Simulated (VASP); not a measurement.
# WSe2 in VASP: a series of runs, part 2 of 2

VASP 6.6.1. The steps go on from the part before.

## Step 3: Single point, PBE+D3(BJ) (layers slid over each other)

File INCAR:

```
ALGO = Normal
DIPOL = 0.5 0.5 0.398
EDIFF = 1E-6
ENCUT = 520
GGA = PE
IDIPOL = 3
ISIF = 2
ISMEAR = 0
IVDW = 12
LASPH = T
LCHARG = F
LDIPOL = T
LREAL = F
LWAVE = F
NBANDS = 35
NELM = 100
PREC = Accurate
SIGMA = 0.05
```

File KPOINTS:

```
k-points
0
Gamma
  9 9 1
```

File POSCAR:

```
WSe2
1.0
    3.2854807123      0.0000000000      0.0000000000
   -1.6427403561      2.8453097605      0.0000000000
    0.0000000000      0.0000000000     24.2386612352
Se W
4 2
Direct
    0.3333333333      0.6666666667      0.1856538179
    0.3333333333      0.6666666667      0.3246602831
    0.5000000000      1.0000000000      0.4715330812
    0.5000000000      1.0000000000      0.6105395464
    0.6666666667      0.3333333333      0.2551570505
    0.1666666667      1.3333333333      0.5410363138
```

Potentials or basis: VASP PAW PBE potentials, release 64 (Se, W_sv).

Started as:

```
$ cat potpaw_PBE.64/Se/POTCAR potpaw_PBE.64/W_sv/POTCAR > POTCAR
$ mpirun -np 1 vasp_std > vasp.out
```

OUTCAR:

```text
EDIFF = 1E-6
   ENCUT = 520
   GGA = PE
   ISIF = 2
   ISMEAR = 0
   IVDW = 12
   LASPH = T
   LREAL = F
   NELM = 100
   PREC = Accurate
 IVDW          = 12

 ion  position               nearest neighbor table
   1  0.333  0.667  0.186-   5 2.54   5 2.54   5 2.54
   2  0.333  0.667  0.325-   5 2.54   5 2.54   5 2.54
   3  0.500  0.000  0.472-   6 2.54   6 2.54   6 2.54
   4  0.500  0.000  0.611-   6 2.54   6 2.54   6 2.54
   5  0.667  0.333  0.255-   2 2.54   1 2.54   2 2.54   1 2.54   2 2.54   1 2.54
   6  0.167  0.333  0.541-   3 2.54   4 2.54   3 2.54   4 2.54   3 2.54   4 2.54

[... 1130 lines left out ...]
  Total      -0.00265    -0.00391    -0.10558    -0.00000     0.21521     0.00000
  in kB      -0.01870    -0.02767    -0.74652    -0.00000     1.52174     0.00000
  external pressure =       -0.26 kB  Pullay stress =        0.00 kB

 VOLUME and BASIS-vectors are now :
 -----------------------------------------------------------------------------
  energy-cutoff  :      520.00
  volume of cell :      226.59
      direct lattice vectors                 reciprocal lattice vectors
     3.285480712  0.000000000  0.000000000     0.304369463  0.175727791  0.000000000
    -1.642740356  2.845309761  0.000000000     0.000000000  0.351455583  0.000000000
     0.000000000  0.000000000 24.238661235     0.000000000  0.000000000  0.041256404

 POSITION                                       TOTAL-FORCE (eV/Angst)
 -----------------------------------------------------------------------------------
     -0.00000      1.89687      4.50000         0.000000      0.001831     -0.038678
     -0.00000      1.89687      7.86933        -0.000000     -0.031136      0.079245
      1.64274      0.00000     11.42933         0.000000      0.031136     -0.079245
      1.64274      0.00000     14.79866        -0.000000     -0.001831      0.038678
      1.64274      0.94844      6.18467        -0.000000     -0.017855      0.024881
      0.00000      0.94844     13.11400         0.000000      0.017855     -0.024881
 -----------------------------------------------------------------------------------
    total drift:                               -0.000000     -0.000000      0.000162

  FREE ENERGIE OF THE ION-ELECTRON SYSTEM (eV)
  ---------------------------------------------------
  free  energy   TOTEN  =       -45.5043066696 eV

  energy  without entropy=      -45.5043066696  energy(sigma->0) =      -45.50430667

 vacuum level on the upper side and lower side of the slab         5.836         5.836
```

OSZICAR:

```text
N       E                     dE             d eps       ncg     rms          rms(c)
DAV:   1     0.466202497812E+03    0.46620E+03   -0.27170E+04  2054   0.130E+03
DAV:   2    -0.133496946557E+02   -0.47955E+03   -0.46515E+03  2219   0.326E+02
DAV:   3    -0.442413102274E+02   -0.30892E+02   -0.30504E+02  2193   0.803E+01
[... 14 lines left out ...]
DAV:  18    -0.431926958791E+02   -0.46938E-04   -0.20708E-06  1490   0.377E-03    0.271E-03
DAV:  19    -0.431927200273E+02   -0.24148E-04   -0.14341E-06  1578   0.282E-03    0.808E-04
DAV:  20    -0.431927268542E+02   -0.68269E-05   -0.47534E-07  1417   0.141E-03    0.363E-04
DAV:  21    -0.431927278804E+02   -0.10262E-05   -0.44766E-08  1246   0.595E-04    0.163E-04
DAV:  22    -0.431927281334E+02   -0.25297E-06   -0.19490E-08  1066   0.318E-04
   1 F= -.45504307E+02 E0= -.45504307E+02  d E =-.154486E-18
```

It took 7.1 min on 1 thread of Intel Xeon 8259CL, shared host; peak memory 0.42 GiB.

Results:

| Property | Result |
| --- | --- |
| Free energy | -45.5043 eV |
| Largest force | 0.085 eV/Å |
| Band gap on the k mesh | 1.54 eV (least direct gap 1.65 eV) |
| Dispersion energy per atom | -0.385 eV |

Forces on the atoms (eV/Å):
```
Se   0.000  0.002 -0.039
Se   0.000 -0.031  0.079
Se   0.000  0.031 -0.079
Se   0.000 -0.002  0.039
W    0.000 -0.018  0.025
W    0.000  0.018 -0.025
```

Caveat: the cell differs from its parent crystal (layers slid over each other); spin-orbit coupling is left out, which moves the levels of the heavy elements.

## Step 4: Single point, PBE+D3(BJ) (layers slid over each other)

File INCAR:

```
PREC     = Accurate       # precision mode
ENCUT    = 520            # plane-wave cutoff, eV
EDIFF    = 1E-7           # SCF threshold, eV
ISMEAR   = 0              # smearing method
SIGMA    = 0.05           # smearing width, eV
LREAL    = F              # projectors in reciprocal space
LASPH    = T              # aspherical terms in the spheres
NELM     = 60             # most SCF steps
ALGO     = Normal         # electronic algorithm
ISIF     = 2              # what is computed and relaxed
LWAVE    = F              # write WAVECAR
LCHARG   = T              # write CHGCAR
LDIPOL   = T            
IDIPOL   = 3            
DIPOL    = 0.5 0.5 0.398
GGA      = PE             # functional
IVDW     = 12             # dispersion correction
LELF     = T              # ELF
LVHAR    = T            
LVACPOTAV= T            
NBANDS   = 35             # bands
```

File KPOINTS:

```
regular mesh
0
Gamma
  9 9 1
```

File POSCAR:

```
WSe2
1.0
    3.2854807123      0.0000000000      0.0000000000
   -1.6427403561      2.8453097605      0.0000000000
    0.0000000000      0.0000000000     24.2386612352
Se W
4 2
Direct
    0.3333333333      0.6666666667      0.1856538179
    0.3333333333      0.6666666667      0.3246602831
    0.6666666667      0.8333333333      0.4715330812
    0.6666666667      0.8333333333      0.6105395464
    0.6666666667      0.3333333333      0.2551570505
    0.3333333333      1.1666666667      0.5410363138
```

Started as:

```
$ cat potpaw_PBE.64/Se/POTCAR potpaw_PBE.64/W_sv/POTCAR > POTCAR
$ mpirun -np 1 vasp_std > vasp.out
```

Wall time 7.2 min (1 thread of Intel Xeon 8259CL, shared host); peak memory 0.43 GiB.

The run converged. Its results:

```yaml
Free_energy: -45.5000 eV
Largest_force: 0.072 eV/Å
Band_gap_on_the_k_mesh: 1.55 eV (least direct gap 1.66 eV)
Dispersion_energy_per_atom: -0.385 eV
```

Forces on the atoms (eV/Å):
```
Se   0.000  0.000 -0.040
Se  -0.022 -0.013  0.068
Se   0.022  0.013 -0.068
Se   0.000  0.000  0.040
W   -0.009 -0.005  0.027
W    0.009  0.005 -0.027
```

Levels at points of the mesh, in eV from the valence-band top:
| k point | band 22 | band 23 | band 24 | band 25 | band 26 | band 27 | band 28 | band 29 | band 30 | band 31 |
| --- | --- | --- | --- | --- | --- | --- | --- | --- | --- | --- |
| (0.00, 0.00, 0.00) | -1.18 | -1.18 | -1.17 | -0.59 | -0.10 | 2.97 | 2.98 | 2.98 | 2.99 | 3.12 |

Caveat: the cell differs from its parent crystal (layers slid over each other); spin-orbit coupling is left out, which moves the levels of the heavy elements.

## Step 5: The runs side by side

| cell | gap on the mesh (eV) | largest force (eV/Å) |
| --- | --- | --- |
| as given, atomic positions A | 1.54 | 0.11 |
| as given, atomic positions B | 1.54 | 0.09 |
| as given, atomic positions C | 1.55 | 0.07 |

Alike in all rows: task single point; level PBE+D3(BJ); potentials or basis VASP PAW PBE potentials, release 64 (Se, W_sv); no spin polarisation; k mesh 9 × 9 × 1; cutoff (eV) 520; smearing gaussian 0.05 eV.

Caveats: spin-orbit coupling is left out, which moves the levels of the heavy elements.

Absolute energies hang on the potentials; compare differences alone.
